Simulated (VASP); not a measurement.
Crystal: AlN.

```
Al N
1.0
     3.29376   -3.29376    0.00000
     3.29376    3.29376    0.00000
     0.00000    0.00000    3.02775
Al N
2 2
Direct
  0.00000 0.00000 0.00000
  0.50000 0.50000 0.50000
  0.69500 0.30500 0.00000
  0.30500 0.69500 0.00000
```

| Item | Value |
| --- | --- |
| Program | VASP 6.6.1 |
| Task | relaxation of cell and atoms |
| Functional | PBE |
| Potentials or basis | VASP PAW PBE potentials, release 64 (Al, N) |
| Cutoff | 600 eV |
| k mesh | 4 × 4 × 6 |
| Occupations | gaussian, width 0.1 eV |
| Spin | no spin polarisation |

At the start: pressure -16.2 GPa; volume 16.42 Å³/atom.

How do energy, volume and symmetry change on relaxing?

Over 22 steps the energy falls by 348.2 meV/atom and the volume is 17.40 Å³/atom (+6.0 %); space group Cmmm (No. 65, to 0.05 Å).

The path:
| step | energy change (eV) | largest force (eV/Å) | pressure (GPa) | volume (Å³) |
| --- | --- | --- | --- | --- |
| 1 | 0.0000 | 1.1479 | -16.19 | 65.70 |
| 2 | 0.9427 | 2.6348 | 47.64 | 50.44 |
| 3 | -1.1099 | 1.8639 | 0.14 | 58.25 |
| 4 | -1.1203 | 1.8232 | 1.72 | 57.81 |
| 5 | -1.1218 | 1.7881 | 2.75 | 57.53 |
| 6 | -1.1324 | 1.9428 | 5.53 | 58.13 |
| 7 | -1.2100 | 0.0090 | 3.66 | 57.86 |
| 8 | -1.2401 | 0.2198 | -1.98 | 60.28 |
| 9 | -1.2500 | 0.1534 | -0.21 | 59.46 |
| 10 | -1.2873 | 0.1052 | 0.79 | 60.28 |
| 11 | -1.3178 | 0.0029 | 3.00 | 61.86 |
| 12 | -1.3455 | 0.1040 | 2.38 | 63.30 |
| 13 | -1.3827 | 0.4338 | 0.89 | 67.69 |
| 14 | -1.3889 | 0.1512 | -1.03 | 69.46 |
| 15 | -1.3902 | 0.0168 | -0.47 | 68.93 |
| 16 | -1.3917 | 0.0884 | -0.05 | 69.02 |
| 17 | -1.3918 | 0.1252 | 0.10 | 69.05 |
| 18 | -1.3923 | 0.0141 | 0.35 | 69.15 |
| 19 | -1.3923 | 0.0018 | 0.38 | 69.16 |
| 20 | -1.3928 | 0.0478 | 0.10 | 69.43 |
| 21 | -1.3928 | 0.0593 | 0.04 | 69.50 |
| 22 | -1.3930 | 0.0136 | -0.03 | 69.61 |

Final structure:
```
Al N
1.0
     3.97706   -2.96594    0.00000
     3.97706    2.96594    0.00000
     0.00000    0.00000    2.95069
Al N
2 2
Direct
  0.00000 0.00000 0.00000
  0.50000 0.50000 0.50000
  0.70816 0.29184 0.00000
  0.29184 0.70816 0.00000
```
